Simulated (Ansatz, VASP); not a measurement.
**Two plane-wave programs on Pd**

Contents of POSCAR:

```
Pd
1.0
   -1.5722810000      1.5722810000      1.5722810000
    1.5722810000     -1.5722810000      1.5722810000
    1.5722810000      1.5722810000     -1.5722810000
Pd
1
Direct
    0.0000000000      0.0000000000      0.0000000000
```

The input INCAR.step1:

```
SYSTEM = Pd
ALGO     = Normal         ! electronic algorithm
EDIFF    = 1E-5           ! SCF threshold, eV
ENCUT    = 600            ! plane-wave cutoff, eV
GGA      = PE             ! functional
ISMEAR   = -1             ! smearing method
LASPH    = .True.         ! aspherical terms in the spheres
LCHARG   = .False.        ! write CHGCAR
LREAL    = .False.        ! projectors in reciprocal space
LWAVE    = .True.         ! write WAVECAR
NBANDS   = 11             ! bands
NELM     = 80             ! most SCF steps
PREC     = Accurate       ! precision mode
SIGMA    = 0.05           ! smearing width, eV
```

The input INCAR.step2:

```
SYSTEM = Pd
AEXX     = 0.25           ! exact-exchange fraction
ALGO     = Normal         ! electronic algorithm
EDIFF    = 1E-6           ! SCF threshold, eV
EDIFFG   = -0.01          ! ionic threshold
ENCUT    = 600            ! plane-wave cutoff, eV
GGA      = PS             ! functional
IBRION   = 2              ! ionic algorithm
ISIF     = 3              ! what is computed and relaxed
ISMEAR   = -1             ! smearing method
ISTART   = 1            
LASPH    = .True.         ! aspherical terms in the spheres
LCHARG   = .False.        ! write CHGCAR
LHFCALC  = .True.         ! exact exchange
LREAL    = .False.        ! projectors in reciprocal space
LWAVE    = .False.        ! write WAVECAR
NELM     = 80             ! most SCF steps
NSW      = 60             ! ionic steps
PREC     = Accurate       ! precision mode
PRECFOCK = Normal       
SIGMA    = 0.05           ! smearing width, eV
```

The input KPOINTS:

```
k-points
0
Gamma
  6 6 6
  0 0 0
```

File input:

```
crystal:
  lattice:
    - [-1.572281, 1.572281, 1.572281]
    - [1.572281, -1.572281, 1.572281]
    - [1.572281, 1.572281, -1.572281]
  atoms:
    - { symbol: Pd, position: [0.0, 0.0, 0.0] }
hamiltonian:
  xc: { exchange: pbesol, correlation: pbesol, exx: { coeff: 0.25 } }
  pseudopotentials: { kind: paw }
kpoints:
  mp_grid: { grid: [6, 6, 6] }
scf:
  occupations: { method: fermi_dirac, width: 0.05 }
output:
  forces: true
  stress: true
  eigenvalues: true
relax:
  f_tol: 0.01
  max_steps: 40
  cell: { stress_tol: 0.05 }
```

Alike in both runs: task relaxation of cell and atoms; functional PBEsol-based global hybrid with a share of 0.25 of exact exchange; k mesh 6 × 6 × 6; occupations fermi-dirac, width 0.05 eV; no spin polarisation.

```csv
,VASP,Ansatz
version,VASP 6.6.1,Ansatz 0.2.0
potentials or method,"VASP PAW PBE potentials, release 64 (Pd)",Ansatz PAW
plane-wave cutoff (eV),600,420
valence electrons in the cell,10,18
```

```csv
,VASP,Ansatz,Ansatz less VASP
"gap on the k mesh at the Fermi level, each at its own relaxed structure (eV)",none,none,-
relaxed volume (Å³/atom),14.40,14.37,-0.023
relaxed length of the cell vector where the two differ most in proportion (Å),2.654,2.653,-0.0014
```

VASP's potentials were made for PBE, not for PBEsol-based global hybrid. A gap of «none» marks a metal or a gap that the smearing closes. VASP's potentials hold 10 valence electrons a cell and Ansatz's 18, so a difference there can come from the potentials and not from the codes.

The k mesh is coarse, so the values compare programs but aren't converged. Noted on Ansatz's run: the plane-wave basis is chosen anew once the cell has moved, so the energies of steps on either side of that aren't comparable.
